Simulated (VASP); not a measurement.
**Al3BSb2: relaxation of cell and atoms with PBE**

The system is Al3BSb2.

```
CELL_PARAMETERS angstrom
3.72000 0.00000 0.00000
-1.86000 3.22161 0.00000
0.00000 0.00000 9.11000
ATOMIC_POSITIONS crystal
Al 0.66667 0.33333 0.91670
Al 0.00000 0.00000 0.25000
Al 0.33333 0.66667 0.58330
B 0.00000 0.00000 0.00000
Sb 0.66667 0.33333 0.66670
Sb 0.33333 0.66667 0.33330
```

| Item | Value |
| --- | --- |
| Program | VASP 6.6.1 |
| Task | relaxation of cell and atoms |
| Functional | PBE |
| Potentials or basis | VASP PAW PBE potentials, release 64 (Al, B, Sb) |
| Cutoff | 500 eV |
| k mesh | 5 × 5 × 2 |
| Occupations | gaussian, width 0.2 eV |
| Spin | no spin polarisation |
| Dipole correction | no |
| Further INCAR settings | ALGO = Normal; EDIFF = 1e-07; IBRION = 2; EDIFFG = -0.08; NSW = 36; ISIF = 3 |

```
Relaxed volume                        : 23.56 Å³/atom
Relaxed cell                          : a = 3.895 Å, b = 3.895 Å, c = 10.759 Å, α = 90.00°, β = 90.00°, γ = 120.00°
Space group after relaxing (to 0.1 Å) : P3m1 (No. 156)
Energy gained by relaxing             : 1087.7 meV/atom
Ionic steps                           : 15
Pressure after relaxing               : 0.0 GPa
Largest force after relaxing          : 0.052 eV/Å
Band gap on the k mesh                : zero (bands 11 and 12 overlap by 1.89 eV)
```

Forces on the atoms (eV/Å):
```
Al   0.000  0.000 -0.052
Al   0.000  0.000  0.000
Al   0.000  0.000  0.050
B    0.000  0.000 -0.011
Sb   0.000  0.000 -0.030
Sb   0.000  0.000  0.044
```

Step by step:
```
step  energy change (eV)  largest force (eV/Å)  pressure (GPa)  volume (Å³)
   1              0.0000                5.8049           44.07       109.18
   2             -4.0185                0.7379           -8.34       208.91
   3             -5.7272                1.4777           -1.40       159.38
   4             -5.7287                1.5246           -1.04       158.25
   5             -5.7274                1.5716           -0.67       157.15
   6             -5.9007                1.2600           -0.36       154.94
   7             -6.0847                1.7053            1.31       149.01
   8             -6.0951                0.9511            0.72       150.55
   9             -6.2305                0.6967           -0.13       151.11
  10             -6.3715                0.6253           -1.70       152.17
  11             -6.4751                0.4937           -0.81       146.96
  12             -6.5172                0.3297            0.40       141.23
  13             -6.5245                0.0913           -0.31       142.18
  14             -6.5248                0.1032           -0.21       142.03
  15             -6.5261                0.0522            0.03       141.38
```

Final structure:
```
Al B Sb
1.0
     3.89534    0.00000    0.00000
    -1.94767    3.37346    0.00000
     0.00000    0.00000   10.75901
Al B Sb
3 1 2
Direct
  0.66667 0.33333 0.97441
  0.00000 0.00000 0.18344
  0.33333 0.66667 0.57218
  0.00000 0.00000 0.99097
  0.66667 0.33333 0.70590
  0.33333 0.66667 0.32310
```

Levels at points of the mesh, in eV from the Fermi level:
```
           k point  band 9  band 10  band 11  band 12  band 13  band 14
(0.00, 0.00, 0.00)    0.77     0.77     1.30     1.30     1.73     3.75
(0.00, 0.00, 0.50)    0.97     0.97     1.12     1.12     3.27     3.62
```

Run time: 5.2 min on 1 thread of AMD EPYC 9R45 (Zen 5), on a shared host, peak memory 0.2 GiB.

Caveat: the k points lie up to 0.37 Å⁻¹ apart in the final cell, too coarse for converged energies and pressures of a metal; the volume moved by over 15 % at a fixed basis, so the end points are rough; spin-orbit coupling is left out, which moves the levels of the heavy elements; the relaxation stopped at a loose force limit of 0.08 eV/Å, so its end isn't a converged minimum.
